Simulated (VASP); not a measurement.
Cu, 1 atom in the cell. Symmetry: I4/mmm, No. 139, tetragonal system. The conventional cell has a = 3.055 Å, b = 3.055 Å, c = 2.983 Å, α = 90.00°, β = 90.00°, γ = 90.00°. Within 3.5 Å of Cu (site symmetry 4/mmm) lie 14 Cu at 2.62 to 3.05 Å.  This cell differs from its parent crystal: volume 13.918 Å^3 an atom, c/a of the conventional cell 0.9765.

* Program: VASP 6.6.1
* Task: single point
* Functional: PBE
* Potentials or basis: VASP PAW PBE potentials, release 64 (Cu)
* Cutoff: 520 eV
* k mesh: 24 × 24 × 24
* Occupations: gaussian, width 0.15 eV
* Spin: no spin polarisation
* Dipole correction: no
* Further INCAR settings: ALGO = Fast; EDIFF = 1e-06; NBANDS = 12

Potentials or basis: VASP PAW PBE potentials, release 64 (Cu).

Command:

```console
$ cat potpaw_PBE.64/Cu/POTCAR > POTCAR
$ mpirun -np 1 vasp_std > vasp.out
```

Hardware: 1 thread of AMD EPYC 7R43 64-Core Processor (Zen 3), on a shared host.

Task: Estimate the wall time of this run.

Result: Run time: 2.5 min on 1 thread of AMD EPYC 7R43 64-Core Processor (Zen 3), with other jobs on the host, peak memory 0.23 GiB. Counts: scf iterations 13, k points 1063.
